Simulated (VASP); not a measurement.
# InPd (Pm-3m) in VASP: a series of runs

The runs below take InPd through single point, with PBEsol.

Program: VASP 6.6.1. These are calculated values, not measurements. Logs are shortened: lines on timing, memory, paths and dates and some standing lists are left out, and cuts for length are marked.

### Step 1. The cell of the first run

Symmetry: Pm-3m, No. 221, cubic system. Conventional cell: a = 3.132 Å, b = 3.132 Å, c = 3.132 Å, α = 90.00°, β = 90.00°, γ = 90.00°. Within 3.6 Å of In (site symmetry m-3m) lie 8 Pd at 2.71 Å and 6 In at 3.13 Å. Within 3.6 Å of Pd (site symmetry m-3m) lie 8 In at 2.71 Å and 6 Pd at 3.13 Å.

### Step 2. Single point, PBEsol

INCAR reads:

```
PREC     = Accurate       # precision mode
ENCUT    = 500            # plane-wave cutoff, eV
EDIFF    = 1E-6           # SCF threshold, eV
ISMEAR   = -1             # smearing method
SIGMA    = 0.05           # smearing width, eV
LREAL    = F              # projectors in reciprocal space
LASPH    = T              # aspherical terms in the spheres
NELM     = 120            # most SCF steps
ALGO     = Normal         # electronic algorithm
ISIF     = 2              # what is computed and relaxed
LWAVE    = F              # write WAVECAR
LCHARG   = F              # write CHGCAR
GGA      = PS             # functional
NBANDS   = 18             # bands
GGA_COMPAT= F
```

KPOINTS reads:

```
Automatic mesh
0
Gamma
  8 8 8
```

POSCAR reads:

```
InPd
1.0
    3.1320205723      0.0000000000      0.0000000000
    0.0000000000      3.1320205723      0.0000000000
    0.0000000000      0.0000000000      3.1320205723
In Pd
1 1
Direct
    0.0000000000      0.0000000000      0.0000000000
    0.5000000000      0.5000000000      0.5000000000
```

Potentials or basis: VASP PAW PBE potentials, release 64 (In_d, Pd).

Launch:

```sh
$ cat potpaw_PBE.64/In_d/POTCAR potpaw_PBE.64/Pd/POTCAR > POTCAR
$ mpirun -np 1 vasp_std > vasp.out
```

OUTCAR:

```text
PREC = Accurate
   ENCUT = 500
   EDIFF = 1E-6
   ISMEAR = -1
   LREAL = F
   LASPH = T
   NELM = 120
   ISIF = 2
   GGA = PS

 ion  position               nearest neighbor table
   1  0.000  0.000  0.000-   2 2.71   2 2.71   2 2.71   2 2.71   2 2.71   2 2.71   2 2.71   2 2.71

   2  0.500  0.500  0.500-   1 2.71   1 2.71   1 2.71   1 2.71   1 2.71   1 2.71   1 2.71   1 2.71

  LATTYP: Found a simple cubic cell.
 ALAT       =     3.1320205723

  Lattice vectors:

 A1 = (   3.1320205723,   0.0000000000,   0.0000000000)
 A2 = (   0.0000000000,   3.1320205723,   0.0000000000)
 A3 = (   0.0000000000,   0.0000000000,   3.1320205723)

Analysis of symmetry for initial positions (statically):
=====================================================================
 Subroutine PRICEL returns:
 Original cell was already a primitive cell.

 Routine SETGRP: Setting up the symmetry group for a
 simple cubic supercell.

 Subroutine GETGRP returns: Found 48 space group operations
 (whereof 48 operations were pure point group operations)
 out of a pool of 48 trial point group operations.

The static configuration has the point symmetry O_h .

Analysis of symmetry for dynamics (positions and initial velocities):
=====================================================================
 Subroutine PRICEL returns:
 Original cell was already a primitive cell.

 Routine SETGRP: Setting up the symmetry group for a
 simple cubic supercell.

 Subroutine GETGRP returns: Found 48 space group operations
 (whereof 48 operations were pure point group operations)
 out of a pool of 48 trial point group operations.

The dynamic configuration has the point symmetry O_h .

 Subroutine INISYM returns: Found 48 space group operations
 (whereof 48 operations are pure point group operations),
 and found     1 'primitive' translations

----------------------------------------------------------------------------------------

                                     Primitive cell

  volume of cell :      30.7237

  direct lattice vectors                    reciprocal lattice vectors
     3.132020572  0.000000000  0.000000000     0.319282705  0.000000000  0.000000000
     0.000000000  3.132020572  0.000000000     0.000000000  0.319282705  0.000000000
     0.000000000  0.000000000  3.132020572     0.000000000  0.000000000  0.319282705

  length of vectors
     3.132020572  3.132020572  3.132020572     0.319282705  0.319282705  0.319282705

  position of ions in fractional coordinates (direct lattice)
     0.000000000  0.000000000  0.000000000
     0.500000000  0.500000000  0.500000000

  ion indices of the primitive-cell ions
   primitive index   ion index
                 1           1
                 2           2

----------------------------------------------------------------------------------------

 KPOINTS: Automatic mesh

Automatic generation of k-mesh.
 Grid dimensions read from file:
 generate k-points for:    8    8    8

 Generating k-lattice:

  Cartesian coordinates                     Fractional coordinates (reciprocal lattice)
     0.039910338  0.000000000  0.000000000     0.125000000  0.000000000  0.000000000
     0.000000000  0.039910338  0.000000000     0.000000000  0.125000000  0.000000000
     0.000000000  0.000000000  0.039910338     0.000000000  0.000000000  0.125000000

  Length of vectors
     0.039910338  0.039910338  0.039910338

  Shift w.r.t. Gamma in fractional coordinates (k-lattice)
     0.000000000  0.000000000  0.000000000

 Subroutine IBZKPT returns following result:
 ===========================================

 Found     35 irreducible k-points:

 Following reciprocal coordinates:
            Coordinates               Weight
  0.000000  0.000000  0.000000      1.000000
  0.125000  0.000000  0.000000      6.000000
  0.250000  0.000000  0.000000      6.000000
  0.375000  0.000000  0.000000      6.000000
  0.500000  0.000000  0.000000      3.000000
  0.125000  0.125000  0.000000     12.000000
[... 16 lines left out ...]
  0.375000  0.375000  0.125000     24.000000
  0.500000  0.375000  0.125000     24.000000
 [... further k-points ...]
   k-points           NKPTS =     35   k-points in BZ     NKDIM =     35   number of bands    NBANDS=     18
   number of dos      NEDOS =    301   number of ions     NIONS =      2
   total plane-waves  NPLWV =  13824
   dimension x,y,z NGX =    24 NGY =   24 NGZ =   24
   dimension x,y,z NGXF=    48 NGYF=   48 NGZF=   48
   ions per type =               1   1
   NGX,Y,Z   is equivalent  to a cutoff of  12.74, 12.74, 12.74 a.u.
   NGXF,Y,Z  is equivalent  to a cutoff of  25.48, 25.48, 25.48 a.u.
 SYSTEM =  unknown system
   PREC   = accura    normal or accurate (medium, high low for compatibility)
   ISTART =      0    job   : 0-new  1-cont  2-samecut
   ICHARG =      2    charge: 1-file 2-atom 10-const
   ISPIN  =      1    spin polarized calculation?
   LNONCOLLINEAR =      F non collinear calculations
   LSORBIT =      F    spin-orbit coupling
   LASPH  =      T    aspherical Exc in radial PAW
   ENCUT  =  500.0 eV  36.75 Ry    6.06 a.u.   5.71  5.71  5.71*2*pi/ulx,y,z
   NELM   =    120;   NELMIN=  2; NELMDL= -5     # of ELM steps
   EDIFF  = 0.1E-05   stopping-criterion for ELM
   LREAL  =      F    real-space projection
   EDIFFG = 0.1E-04   stopping-criterion for IOM
   NSW    =      0    number of steps for IOM
   IBRION =     -1    ionic relax: 0-MD 1-quasi-New 2-CG
   NFREE  =      0    steps in history (QN), initial steepest desc. (CG)
   ISIF   =      2    stress and relaxation
   ISYM   =      2    0-nonsym 1-usesym 2-fastsym
   POTIM  = 0.5000    time-step for ionic-motion
   TEBEG  =    0.0;   TEEND  =   0.0 temperature during run
   PSTRESS=    0.0 pullay stress
   NELECT =      23.0000    total number of electrons
   NUPDOWN=      -1.0000    fix difference up-down
   EMIN   =  10.00;   EMAX   =-10.00  energy-range for DOS
   EFERMI =   0.00;   METHOD = LEGACY
   ISMEAR =    -1;   SIGMA  =   0.05  broadening in eV -4-tet -1-fermi 0-gaus
   EFERMI_NEDOS =   21; number of points for ismear=-14 and -15
   IALGO  =     38    algorithm
   IMIX   =      4    mixing-type and parameters
     AMIX     =   0.40;   BMIX     =  1.00
     AMIX_MAG =   1.60;   BMIX_MAG =  1.00
  volume/ion in A,a.u.               =      15.36       103.67
  Fermi-wavevector in a.u.,A,eV,Ry     =   1.486481  2.809043 30.063803  2.209627
  Thomas-Fermi vector in A             =   2.599762
   LORBIT       =      0    0 simple, 1 ext, 2 COOP (PROOUT), +10 PAW based schemes
   GGA     = PS    functional components
   LHFCALC =     F    Hartree Fock is set to
   AEXX    =    0.0000 exact exchange contribution
   IVDW    =     0    specifies the selected vdW correction
   LEPSILON=     F    determine dielectric tensor
   LRPA    =     F    only Hartree local field effects (RPA)
 non-spin polarized calculation
  energy-cutoff  :      500.00
  volume of cell :       30.72
 maximum number of plane-waves:       804
 NGX is ok and might be reduce to    24
   NGX = 11   NGY = 11   NGZ = 11

 number of electron      23.0000011 magnetization

 Free energy of the ion-electron system (eV)
  ---------------------------------------------------
  ext. energy  EPLUGINS =         0.00000000
  ---------------------------------------------------
  free energy    TOTEN  =        -9.80282911 eV

  energy without entropy =       -9.79369208  energy(sigma->0) =       -9.79826059

 E-fermi :  12.4118     XC(G=0): -13.1638

 val. band max:       12.3982621216   @ k =   0.3750   0.2500   0.1250
 cond. band min:      12.7562974898   @ k =   0.5000   0.5000   0.2500
 fundamental gap:      0.3580353682
 Fermi energy:        12.4117607213

 k-point     1 :       0.0000    0.0000    0.0000
  band No.  band energies     occupation
      1      -2.7895      2.00000
      2      -2.7895      2.00000
      3      -2.1845      2.00000
      4      -2.1845      2.00000
      5      -2.1845      2.00000
      6       1.2327      2.00000
[... 10 lines left out ...]
     17      24.0561      0.00000
     18      28.7336      0.00000

 k-point     2 :       0.1250    0.0000    0.0000
  band No.  band energies     occupation
      1      -2.7745      2.00000
      2      -2.7156      2.00000
      3      -2.2062      2.00000
      4      -2.2062      2.00000
      5      -2.1764      2.00000
      6       1.5108      2.00000
[... 10 lines left out ...]
     17      25.8306      0.00000
     18      28.3767      0.00000

 k-point     3 :       0.2500    0.0000    0.0000
  band No.  band energies     occupation
      1      -2.7377      2.00000
      2      -2.5386      2.00000
      3      -2.2581      2.00000
      4      -2.2581      2.00000
      5      -2.1570      2.00000
      6       2.3394      2.00000
[... 10 lines left out ...]
     17      27.8024      0.00000
     18      28.4615      0.00000

 k-point     4 :       0.3750    0.0000    0.0000
  band No.  band energies     occupation
      1      -2.7005      2.00000
      2      -2.3638      2.00000
      3      -2.3094      2.00000
      4      -2.3094      2.00000
      5      -2.1373      2.00000
      6       3.6815      2.00000
[... 10 lines left out ...]
     17      26.3244      0.00000
     18      26.3249      0.00000

 k-point     5 :       0.5000    0.0000    0.0000
  band No.  band energies     occupation
      1      -2.6850      2.00000
      2      -2.3304      2.00000
      3      -2.3304      2.00000
      4      -2.2921      2.00000
      5      -2.1292      2.00000
      6       5.3232      2.00000
[... 10 lines left out ...]
     17      24.0734      0.00000
     18      24.4327      0.00000

 k-point     6 :       0.1250    0.1250    0.0000
  band No.  band energies     occupation
      1      -2.7328      2.00000
      2      -2.6690      2.00000
      3      -2.2351      2.00000
      4      -2.2160      2.00000
      5      -2.1859      2.00000
      6       1.7871      2.00000
[... 10 lines left out ...]
     17      26.1921      0.00000
     18      27.7632      0.00000

 k-point     7 :       0.2500    0.1250    0.0000
  band No.  band energies     occupation
      1      -2.6900      2.00000
      2      -2.5000      2.00000
      3      -2.3026      2.00000
      4      -2.2653      2.00000
      5      -2.1826      2.00000
      6       2.6034      2.00000
[... 10 lines left out ...]
     17      26.1258      0.00000
     18      27.8888      0.00000

 k-point     8 :       0.3750    0.1250    0.0000
  band No.  band energies     occupation
      1      -2.6554      2.00000
      2      -2.3675      2.00000
      3      -2.3246      2.00000
      4      -2.3189      2.00000
      5      -2.1744      2.00000
      6       3.9054      2.00000
[... 10 lines left out ...]
     17      25.8261      0.00000
     18      26.4882      0.00000
[... 229 lines left out ...]
     17      26.5320      0.00000
     18      26.7758      0.00000

 k-point    20 :       0.2500    0.2500    0.1250
  band No.  band energies     occupation
      1      -2.5398      2.00000
      2      -2.4011      2.00000
      3      -2.3581      2.00000
      4      -2.3166      2.00000
      5      -2.2832      2.00000
      6       3.5665      2.00000
[... 10 lines left out ...]
     17      26.2839      0.00000
     18      26.3252      0.00000

 k-point    21 :       0.3750    0.2500    0.1250
  band No.  band energies     occupation
      1      -2.5081      2.00000
      2      -2.4944      2.00000
      3      -2.3751      2.00000
      4      -2.3000      2.00000
      5      -2.1854      2.00000
      6       4.6276      2.00000
[... 10 lines left out ...]
     17      25.8041      0.00000
     18      26.9736      0.00000

 k-point    22 :       0.5000    0.2500    0.1250
  band No.  band energies     occupation
      1      -2.5400      2.00000
      2      -2.4914      2.00000
      3      -2.4014      2.00000
      4      -2.3029      2.00000
      5      -2.1116      2.00000
      6       5.4355      2.00000
[... 10 lines left out ...]
     17      25.6074      0.00000
     18      27.6443      0.00000

 k-point    23 :       0.3750    0.3750    0.1250
  band No.  band energies     occupation
      1      -2.6126      2.00000
      2      -2.4554      2.00000
      3      -2.3972      2.00000
      4      -2.3772      2.00000
      5      -2.0261      2.00000
      6       5.2634      2.00000
[... 10 lines left out ...]
     17      24.1841      0.00000
     18      26.4716      0.00000

 k-point    24 :       0.5000    0.3750    0.1250
  band No.  band energies     occupation
      1      -2.6580      2.00000
      2      -2.4437      2.00000
      3      -2.4214      2.00000
      4      -2.3929      2.00000
      5      -1.9529      2.00000
      6       5.5858      2.00000
[... 10 lines left out ...]
     17      24.1517      0.00000
     18      26.4367      0.00000

 [... further k-points ...]
[... 5 lines left out ...]
  --------------------------------------------------------------------------------------
  -------------------------------------------------------------------------------------
  Total        3.9081861      3.9081861      3.9081861     -0.0000000      0.0000000     -0.0000000
  in kB      203.8036715    203.8036715    203.8036715     -0.0000000      0.0000000     -0.0000000
  external PRESSURE =     203.8036715 kB  Pullay stress =       0.0000000 kB

 VOLUME and BASIS-vectors are now :
 -----------------------------------------------------------------------------
  energy-cutoff  :      500.00
  volume of cell :       30.72
      direct lattice vectors                 reciprocal lattice vectors
     3.132020572  0.000000000  0.000000000     0.319282705  0.000000000  0.000000000
     0.000000000  3.132020572  0.000000000     0.000000000  0.319282705  0.000000000
     0.000000000  0.000000000  3.132020572     0.000000000  0.000000000  0.319282705

 POSITION                                       TOTAL-FORCE (eV/Angst)
 -----------------------------------------------------------------------------------
      0.00000      0.00000      0.00000         0.000000      0.000000      0.000000
      1.56601      1.56601      1.56601         0.000000      0.000000      0.000000
 -----------------------------------------------------------------------------------
    total drift:                                0.000000      0.000000     -0.000000

  FREE ENERGIE OF THE ION-ELECTRON SYSTEM (eV)
  ---------------------------------------------------
  free  energy   TOTEN  =        -9.8028291109 eV

  energy  without entropy=       -9.7936920777  energy(sigma->0) =       -9.79826059
```

Run time: 4.9 s. Hardware: 1 thread of Intel Xeon 6975P-C (Granite Rapids), shared host; peak memory 0.14 GiB.

What came out:

| Quantity | Value |
| --- | --- |
| Free energy | -9.8028 eV |
| Pressure | 20.4 GPa |

Levels at points of the mesh, in eV from the Fermi level:
| k point | band 10 | band 11 | band 12 | band 13 | band 14 | band 15 |
| --- | --- | --- | --- | --- | --- | --- |
| (0.00, 0.00, 0.00) | -2.50 | -2.50 | 4.47 | 4.47 | 4.47 | 11.27 |
| (0.50, 0.00, 0.00) | -3.77 | -2.64 | -1.12 | 10.45 | 10.83 | 10.83 |
| (0.50, 0.50, 0.00) | -2.80 | -2.80 | -1.81 | 2.24 | 3.01 | 10.48 |
| (0.50, 0.50, 0.50) | -1.76 | 0.52 | 4.05 | 4.05 | 4.05 | 5.04 |

Caveat: the PAW data sets were made with another functional, which shifts forces and pressure a little; spin-orbit coupling is left out, which moves the levels of the heavy elements.

### Step 3. Single point, PBEsol

This run uses another cell than the first one, of 16.10 Å³/atom, 1.048 times its volume.

INCAR reads:

```
  PREC = Accurate
  ENCUT = 500
  EDIFF = 1E-6
  ISMEAR = -1
  SIGMA = 0.05
  LREAL = False
  LASPH = True
  NELM = 120
  ALGO = Normal
  ISIF = 2
  LWAVE = False
  LCHARG = False
  GGA = PS
  NBANDS = 18
  GGA_COMPAT = False
```

KPOINTS is that of step 2.

POSCAR reads:

```
InPd
1.0
    3.1812466613      0.0000000000      0.0000000000
    0.0000000000      3.1812466613      0.0000000000
    0.0000000000      0.0000000000      3.1812466613
In Pd
1 1
Direct
    0.0000000000      0.0000000000      0.0000000000
    0.5000000000      0.5000000000      0.5000000000
```

Potentials or basis: VASP PAW PBE potentials, release 64 (In_d, Pd).

Launch:

```sh
$ cat potpaw_PBE.64/In_d/POTCAR potpaw_PBE.64/Pd/POTCAR > POTCAR
$ mpirun -np 1 vasp_std > vasp.out
```

Run time: 4.8 s. Hardware: 1 thread of Intel Xeon 6975P-C (Granite Rapids), shared host; peak memory 0.14 GiB.

The run converged. Its results:

```
Free energy : -9.9419 eV
Pressure    : 10.3 GPa
```

Levels at points of the mesh, in eV from the Fermi level:
```
           k point  band 10  band 11  band 12  band 13  band 14  band 15
(0.00, 0.00, 0.00)    -2.37    -2.37     4.40     4.40     4.40    10.61
(0.50, 0.00, 0.00)    -3.53    -2.48    -1.08    10.29    10.38    10.38
(0.50, 0.50, 0.00)    -2.60    -2.60    -1.72     1.98     2.83    10.13
(0.50, 0.50, 0.50)    -1.67     0.32     3.98     3.98     3.98     4.84
```

Caveat: the PAW data sets were made with another functional, which shifts forces and pressure a little; spin-orbit coupling is left out, which moves the levels of the heavy elements.
